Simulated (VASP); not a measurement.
# WSe2 (P-6m2) in VASP: notebook

Runs on WSe2. Level: HSE06. Tasks: single point.

Everything below comes from runs of VASP 6.6.1. Logs are shortened: lines on timing, memory, paths and dates and some standing lists are left out, and cuts for length are marked.

## (1) The cell of the first run

Symmetry: P-6m2, No. 187, hexagonal system. The conventional cell has a = 3.297 Å, b = 3.297 Å, c = 7.184 Å, α = 90.00°, β = 90.00°, γ = 120.00°. W (site symmetry -6m2) has 6 Se at 2.53 Å and 6 W at 3.30 Å within 3.3 Å. Se (site symmetry 3m) has 3 W at 2.53 Å and 7 Se at 3.30 to 3.33 Å within 3.4 Å.

## (2) Single point, HSE06

POSCAR

```
WSe2
1.0
    3.2972133755      0.0000000000      0.0000000000
   -1.6486066877      2.8554705449      0.0000000000
    0.0000000000      0.0000000000      7.1842732350
W Se
1 2
Direct
    0.0000000000      0.0000000000      0.0000000000
    0.3333333333      0.6666666667      0.2319179705
    0.3333333333      0.6666666667      0.7680820295
```

INCAR.step1

```
SYSTEM = WSe2
PREC     = Accurate       ! precision mode
ENCUT    = 520            ! plane-wave cutoff, eV
EDIFF    = 1E-5           ! SCF threshold, eV
ISMEAR   = 0              ! smearing method
SIGMA    = 0.01           ! smearing width, eV
LREAL    = .FALSE.        ! projectors in reciprocal space
LASPH    = .TRUE.         ! aspherical terms in the spheres
NELM     = 80             ! most SCF steps
ALGO     = Normal         ! electronic algorithm
ISIF     = 2              ! what is computed and relaxed
LWAVE    = .TRUE.         ! write WAVECAR
LCHARG   = .FALSE.        ! write CHGCAR
GGA      = PE             ! functional
NBANDS   = 20             ! bands
```

INCAR.step2

```
SYSTEM = WSe2
PREC     = Accurate       ! precision mode
ENCUT    = 520            ! plane-wave cutoff, eV
EDIFF    = 1E-6           ! SCF threshold, eV
ISMEAR   = 0              ! smearing method
SIGMA    = 0.01           ! smearing width, eV
LREAL    = .FALSE.        ! projectors in reciprocal space
LASPH    = .TRUE.         ! aspherical terms in the spheres
NELM     = 80             ! most SCF steps
ALGO     = Normal         ! electronic algorithm
ISIF     = 2              ! what is computed and relaxed
LWAVE    = .FALSE.        ! write WAVECAR
LCHARG   = .FALSE.        ! write CHGCAR
GGA      = PE             ! functional
LHFCALC  = .TRUE.         ! exact exchange
HFSCREEN = 0.2079         ! screening, 1/A
PRECFOCK = Normal       
ISTART   = 1            
NBANDS   = 20             ! bands
```

KPOINTS

```
regular mesh
0
G
  6 6 2
  0 0 0
```

Potentials or basis: VASP PAW PBE potentials, release 64 (W_sv, Se).

Started as:

```
$ cat potpaw_PBE.64/W_sv/POTCAR potpaw_PBE.64/Se/POTCAR > POTCAR
$ cp INCAR.step1 INCAR
$ mpirun -np 1 vasp_std > vasp.out
$ cp INCAR.step2 INCAR
$ mpirun -np 1 vasp_std > vasp.out
```

OUTCAR:

```text
SYSTEM = WSe2
   PREC = Accurate
   ENCUT = 520
   EDIFF = 1E-6
   ISMEAR = 0
   LREAL = .FALSE.
   LASPH = .TRUE.
   NELM = 80
   ISIF = 2
   GGA = PE
   LHFCALC = .TRUE.
   HFSCREEN = 0.2079
   PRECFOCK = Normal
   ISTART = 1

 ion  position               nearest neighbor table
   1  0.000  0.000  0.000-   2 2.53   3 2.53   2 2.53   3 2.53   2 2.53   3 2.53
   2  0.333  0.667  0.232-   1 2.53   1 2.53   1 2.53
   3  0.333  0.667  0.768-   1 2.53   1 2.53   1 2.53

  LATTYP: Found a hexagonal cell.
 ALAT       =     3.2972133755
 C/A-ratio  =     2.1788924212

  Lattice vectors:

 A1 = (   3.2972133755,   0.0000000000,   0.0000000000)
 A2 = (  -1.6486066877,   2.8554705449,   0.0000000000)
 A3 = (   0.0000000000,   0.0000000000,   7.1842732350)

Analysis of symmetry for initial positions (statically):
=====================================================================
 Subroutine PRICEL returns:
 Original cell was already a primitive cell.

 Routine SETGRP: Setting up the symmetry group for a
 hexagonal supercell.

 Subroutine GETGRP returns: Found 12 space group operations
 (whereof 12 operations were pure point group operations)
 out of a pool of 24 trial point group operations.

The static configuration has the point symmetry D_3h.

Analysis of symmetry for dynamics (positions and initial velocities):
=====================================================================
 Subroutine PRICEL returns:
 Original cell was already a primitive cell.

 Routine SETGRP: Setting up the symmetry group for a
 hexagonal supercell.

 Subroutine GETGRP returns: Found 12 space group operations
 (whereof 12 operations were pure point group operations)
 out of a pool of 24 trial point group operations.

The dynamic configuration has the point symmetry D_3h.

 Subroutine INISYM returns: Found 12 space group operations
 (whereof 12 operations are pure point group operations),
 and found     1 'primitive' translations

----------------------------------------------------------------------------------------

                                     Primitive cell

  volume of cell :      67.6406

[... 80 lines left out ...]
   LREAL  =      F    real-space projection
   EDIFFG = 0.1E-04   stopping-criterion for IOM
   NSW    =      0    number of steps for IOM
   IBRION =     -1    ionic relax: 0-MD 1-quasi-New 2-CG
   NFREE  =      0    steps in history (QN), initial steepest desc. (CG)
   ISIF   =      2    stress and relaxation
   ISYM   =      3    0-nonsym 1-usesym 2-fastsym
   POTIM  = 0.5000    time-step for ionic-motion
   TEBEG  =    0.0;   TEEND  =   0.0 temperature during run
   PSTRESS=    0.0 pullay stress
   NELECT =      26.0000    total number of electrons
   NUPDOWN=      -1.0000    fix difference up-down
   EMIN   =  10.00;   EMAX   =-10.00  energy-range for DOS
   EFERMI =   0.00;   METHOD = LEGACY
   ISMEAR =     0;   SIGMA  =   0.01  broadening in eV -4-tet -1-fermi 0-gaus
   EFERMI_NEDOS =   21; number of points for ismear=-14 and -15
   IALGO  =     38    algorithm
   IMIX   =      1    mixing-type and parameters
     AMIX     =   0.40;   BMIX     =  1.00
     AMIX_MAG =   1.60;   BMIX_MAG =  1.00
  volume/ion in A,a.u.               =      22.55       152.15
  Fermi-wavevector in a.u.,A,eV,Ry     =   1.190319  2.249377 19.277546  1.416860
  Thomas-Fermi vector in A             =   2.326407
   LORBIT       =      0    0 simple, 1 ext, 2 COOP (PROOUT), +10 PAW based schemes
   GGA     = PE    functional components
   LHFCALC =     T    Hartree Fock is set to
   PRECFOCK=normal    Normal, Fast or Accurate (Low or Medium for compatibility)
   ENCUT4O =  -1.0   cutoff for four orbital integrals eV
   NKREDX  =     1    reduce k-point grid by
   NKREDY  =     1    reduce k-point grid by
   NKREDZ  =     1    reduce k-point grid by
   AEXX    =    0.2500 exact exchange contribution
   HFSCREEN=    0.2079 screening length (either q_TF or 0.3 A-1)
   HFSCREENC=   0.2079 screening length for correlation (either q_TF or 0.3 A-1)
   ENCUTFOCK=  -1.0 apply spherical cutoff to Coloumb kernel
   IVDW    =     0    specifies the selected vdW correction
   LEPSILON=     F    determine dielectric tensor
   LRPA    =     F    only Hartree local field effects (RPA)
 non-spin polarized calculation
 Gauss-broadening in eV      SIGMA  =   0.01
  energy-cutoff  :      520.00
  volume of cell :       67.64
 maximum number of plane-waves:      1848
 NGX is ok and might be reduce to    28
  NGX = 20; NGY = 20; NGZ = 42

 number of electron      25.9999999 magnetization

 Free energy of the ion-electron system (eV)
  ---------------------------------------------------
  ext. energy  EPLUGINS =         0.00000000
  ---------------------------------------------------
  free energy    TOTEN  =       -25.75602809 eV

  energy without entropy =      -25.75602809  energy(sigma->0) =      -25.75602809

 E-fermi :   4.7829     XC(G=0):  -8.2510

 val. band max:        4.5247639658   @ k =   0.0000   0.0000   0.5000
 cond. band min:       6.4268908654   @ k =   0.1667   0.1667   0.0000
 fundamental gap:      1.9021268997
 Fermi energy:         4.7828623099

 k-point     1 :       0.0000    0.0000    0.0000
  band No.  band energies     occupation
      1     -73.6068      2.00000
      2     -36.3905      2.00000
      3     -36.2339      2.00000
      4     -36.2339      2.00000
      5     -11.9207      2.00000
      6     -10.3800      2.00000
[... 311 lines left out ...]
     19      12.3016      0.00000
     20      13.0583      0.00000

------------------------ aborting loop because EDIFF is reached ----------------------------------------

  FORCE on cell =-STRESS in cart. coord.  units (eV):
  Direction    XX          YY          ZZ          XY          YZ          ZX
  --------------------------------------------------------------------------------------
  -------------------------------------------------------------------------------------
  Total       -0.5746290     -0.5746290     -0.1480532     -0.0000000      0.0000000      0.0000000
  in kB      -13.6110151    -13.6110151     -3.5068796     -0.0000000      0.0000000      0.0000000
  external PRESSURE =     -10.2429699 kB  Pullay stress =       0.0000000 kB

 VOLUME and BASIS-vectors are now :
 -----------------------------------------------------------------------------
  energy-cutoff  :      520.00
  volume of cell :       67.64
      direct lattice vectors                 reciprocal lattice vectors
     3.297213376  0.000000000  0.000000000     0.303286408  0.175102489  0.000000000
    -1.648606688  2.855470545  0.000000000     0.000000000  0.350204978  0.000000000
     0.000000000  0.000000000  7.184273235     0.000000000  0.000000000  0.139192924

 POSITION                                       TOTAL-FORCE (eV/Angst)
 -----------------------------------------------------------------------------------
      0.00000      0.00000      0.00000         0.000000     -0.000000      0.000000
     -0.00000      1.90365      1.66616        -0.000000      0.000000     -0.270797
     -0.00000      1.90365      5.51811        -0.000000      0.000000      0.270797
 -----------------------------------------------------------------------------------
    total drift:                               -0.000018      0.000009     -0.000005

  FREE ENERGIE OF THE ION-ELECTRON SYSTEM (eV)
  ---------------------------------------------------
  free  energy   TOTEN  =       -25.7560280926 eV

  energy  without entropy=      -25.7560280926  energy(sigma->0) =      -25.75602809
```

OSZICAR.step1:

```text
N       E                     dE             d eps       ncg     rms          rms(c)
DAV:   1     0.201010584289E+03    0.20101E+03   -0.12651E+04   560   0.125E+03
DAV:   2    -0.129249346884E+02   -0.21394E+03   -0.20792E+03   668   0.328E+02
DAV:   3    -0.224315646699E+02   -0.95066E+01   -0.94353E+01   696   0.657E+01
DAV:   4    -0.225488926233E+02   -0.11733E+00   -0.11725E+00   656   0.803E+00
DAV:   5    -0.225503961871E+02   -0.15036E-02   -0.15035E-02   664   0.972E-01    0.211E+01
DAV:   6    -0.217789107484E+02    0.77149E+00   -0.47637E+00   620   0.140E+01    0.726E+00
DAV:   7    -0.216364369075E+02    0.14247E+00   -0.14016E+00   576   0.618E+00    0.446E+00
DAV:   8    -0.215769728029E+02    0.59464E-01   -0.24726E-01   624   0.328E+00    0.632E-01
DAV:   9    -0.215773580062E+02   -0.38520E-03   -0.12207E-02   644   0.677E-01    0.358E-01
DAV:  10    -0.215775930069E+02   -0.23500E-03   -0.17771E-03   608   0.316E-01    0.720E-02
DAV:  11    -0.215776749634E+02   -0.81957E-04   -0.18617E-04   632   0.930E-02    0.516E-02
DAV:  12    -0.215777297779E+02   -0.54814E-04   -0.70528E-05   592   0.504E-02    0.101E-02
DAV:  13    -0.215777413377E+02   -0.11560E-04   -0.16767E-05   548   0.256E-02    0.488E-03
DAV:  14    -0.215777422508E+02   -0.91311E-06   -0.14331E-06   408   0.722E-03
   1 F= -.21577742E+02 E0= -.21577742E+02  d E =0.000000E+00
```

It took 55 min on 1 thread of Intel Xeon Platinum 8375C at 2.90GHz (Ice Lake), shared host; peak memory 0.32 GiB.

What came out:

```yaml
Free_energy: -25.7560 eV
Pressure: -1.0 GPa
Largest_force: 0.271 eV/Å
Band_gap_on_the_k_mesh: 1.90 eV (least direct gap 2.02 eV)
```

Forces on the atoms (eV/Å):
```
W    0.000  0.000  0.000
Se   0.000  0.000 -0.271
Se   0.000  0.000  0.271
```

Caveat: the k points lie up to 0.44 Å⁻¹ apart; the PAW data sets were made with another functional, which shifts forces and pressure a little; spin-orbit coupling is left out, which moves the levels of the heavy elements; this functional lacks dispersion, which binds layers or chains, so the pressure and a relaxed spacing across them are unreliable. A k mesh can miss the band edges.

## (3) Single point, HSE06

POSCAR is that of step 2.

INCAR.step1

```
ALGO = Normal ; EDIFF = 1E-5
ENCUT = 520 ; GGA = PE
ISIF = 2 ; ISMEAR = -1
LASPH = True ; LCHARG = False
LREAL = False ; LWAVE = True
NBANDS = 20 ; NELM = 100
PREC = Accurate ; SIGMA = 0.001
```

INCAR.step2

```
ALGO = Normal ; EDIFF = 1E-6
ENCUT = 520 ; GGA = PE
HFSCREEN = 0.2079 ; ISIF = 2
ISMEAR = -1 ; ISTART = 1
LASPH = True ; LCHARG = False
LHFCALC = True ; LREAL = False
LWAVE = False ; NBANDS = 20
NELM = 100 ; PREC = Accurate
PRECFOCK = Normal ; SIGMA = 0.001
```

KPOINTS

```
k-points
0
Gamma
  6 6 2
```

Potentials or basis: VASP PAW PBE potentials, release 64 (W_sv, Se).

Started as:

```
$ cat potpaw_PBE.64/W_sv/POTCAR potpaw_PBE.64/Se/POTCAR > POTCAR
$ cp INCAR.step1 INCAR
$ mpirun -np 1 vasp_std > vasp.out
$ cp INCAR.step2 INCAR
$ mpirun -np 1 vasp_std > vasp.out
```

It took 20 min on 1 thread of Intel Xeon 6975P-C (Granite Rapids), shared host; peak memory 0.32 GiB.

It converged, with:

| Property | Result |
| --- | --- |
| Free energy | -25.7560 eV |
| Pressure | -1.0 GPa |
| Largest force | 0.271 eV/Å |
| Band gap on the k mesh | 1.90 eV (least direct gap 2.02 eV) |

Forces in eV/Å, atoms in the order of the input:
```
W    0.000  0.000  0.000
Se   0.000  0.000 -0.271
Se   0.000  0.000  0.271
```

Stress tensor (GPa, compression positive):
```
-1.36  0.00  0.00
 0.00 -1.36  0.00
 0.00  0.00 -0.35
```

Levels at points of the mesh, in eV from the valence-band top:
| k point | band 9 | band 10 | band 11 | band 12 | band 13 | band 14 | band 15 | band 16 | band 17 | band 18 |
| --- | --- | --- | --- | --- | --- | --- | --- | --- | --- | --- |
| (0.00, 0.00, 0.00) | -2.82 | -1.81 | -1.47 | -1.47 | -0.79 | 3.61 | 3.61 | 3.72 | 3.72 | 5.34 |
| (0.50, 0.00, 0.00) | -5.03 | -3.48 | -2.18 | -1.40 | -1.24 | 2.98 | 3.24 | 4.75 | 4.85 | 5.33 |
| (0.00, 0.00, 0.50) | -2.81 | -2.81 | -1.49 | -1.49 | 0.00 | 3.54 | 3.54 | 3.80 | 3.80 | 6.06 |
| (0.50, 0.00, 0.50) | -4.65 | -3.50 | -2.92 | -1.18 | -1.10 | 3.00 | 3.49 | 4.08 | 5.13 | 5.68 |

Caveat: the k points lie up to 0.44 Å⁻¹ apart; the PAW data sets were made with another functional, which shifts forces and pressure a little; spin-orbit coupling is left out, which moves the levels of the heavy elements; this functional lacks dispersion, which binds layers or chains, so the pressure and a relaxed spacing across them are unreliable. A k mesh can miss the band edges.
